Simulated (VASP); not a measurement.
# RbBr: single point with PBE

Crystal: RbBr.

```
Rb Br
1.0
     0.00000    3.46083    3.46083
     3.26217    0.00000    3.46083
     3.26217    3.46083    0.00000
Rb Br
1 1
Direct
  0.00000 0.00000 0.00000
  0.50000 0.50000 0.50000
```

This cell differs from its parent crystal: uniaxial x strain -5.7%.

| Item | Value |
| --- | --- |
| Program | VASP 6.6.1 |
| Task | single point |
| Functional | PBE |
| Potentials or basis | VASP PAW PBE potentials, release 64 (Rb_sv, Br) |
| Cutoff | 520 eV |
| k mesh | 6 × 6 × 6 |
| Occupations | fermi-dirac, width 0.02 eV |
| Spin | no spin polarisation |
| Dipole correction | no |
| Further INCAR settings | ALGO = Normal; EDIFF = 1e-07; NBANDS = 15 |

```yaml
Pressure: 1.8 GPa
Band_gap_on_the_k_mesh: 4.36 eV, direct
```

Stress tensor (GPa, compression positive):
```
3.50 0.00 0.00
0.00 0.88 0.00
0.00 0.00 0.88
```

Levels at points of the mesh, in eV from the valence-band top:
| k point | band 6 | band 7 | band 8 | band 9 | band 10 | band 11 |
| --- | --- | --- | --- | --- | --- | --- |
| (0.00, 0.00, 0.00) | -0.09 | -0.09 | 0.00 | 4.36 | 7.11 | 7.11 |
| (0.50, 0.00, 0.00) | -1.11 | -0.46 | -0.45 | 6.82 | 7.74 | 9.50 |
| (0.50, 0.50, 0.00) | -0.59 | -0.23 | -0.15 | 5.54 | 7.14 | 9.18 |
| (0.00, 0.50, 0.50) | -0.44 | -0.28 | -0.28 | 5.46 | 7.24 | 9.29 |

Run time: 36 s on 1 thread of Intel(R) Xeon(R) Platinum 8259CL CPU @ 2.50GHz (Skylake/Cascade Lake), with other jobs on the host, peak memory 0.21 GiB.

Caveat: the cell differs from its parent crystal (uniaxial x strain -5.7%).
